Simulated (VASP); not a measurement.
Here is a VASP 6.6.1 calculation.

INCAR

```
SYSTEM = Al2Cu
PREC = Accurate
ENCUT = 520
EDIFF = 1E-7
ISMEAR = 0
SIGMA = 0.15
LREAL = .False.
LASPH = .True.
NELM = 100
ALGO = Fast
ISIF = 2
LWAVE = .False.
LCHARG = .True.
GGA = PE
LELF = .True.
LVHAR = .True.
NBANDS = 16
```

KPOINTS

```
regular mesh
0
Gamma
  14 14 14
  0 0 0
```

The input POSCAR:

```
Al2Cu
1.0
   -1.9730394653      1.9730394653      3.0937994815
    1.9730394653     -1.9730394653      3.0937994815
    1.9730394653      1.9730394653     -3.0937994815
Al Cu
2 1
Direct
    0.7500000000      0.2500000000      0.5000000000
    0.2500000000      0.7500000000      0.5000000000
    0.5000000000      0.5000000000      0.0000000000
```

Potentials or basis: VASP PAW PBE potentials, release 64 (Al, Cu).

Run with:

```bash
$ cat potpaw_PBE.64/Al/POTCAR potpaw_PBE.64/Cu/POTCAR > POTCAR
$ mpirun -np 1 vasp_std > vasp.out
```

Q: What does it give for the band gap on the k mesh?

A: Zero (an odd number of electrons rules out a gap without spin polarisation).

Q: Estimate the pressure.

A: 1.0 GPa.

Stress tensor (GPa, compression positive):
```
 3.62  0.00  0.00
 0.00  3.62  0.00
 0.00  0.00 -4.13
```

Caveat: the cell differs from its parent crystal (strain +e along x and -e along y +0.0000, strain +e along z and -e/2 along x and y +0.0700).
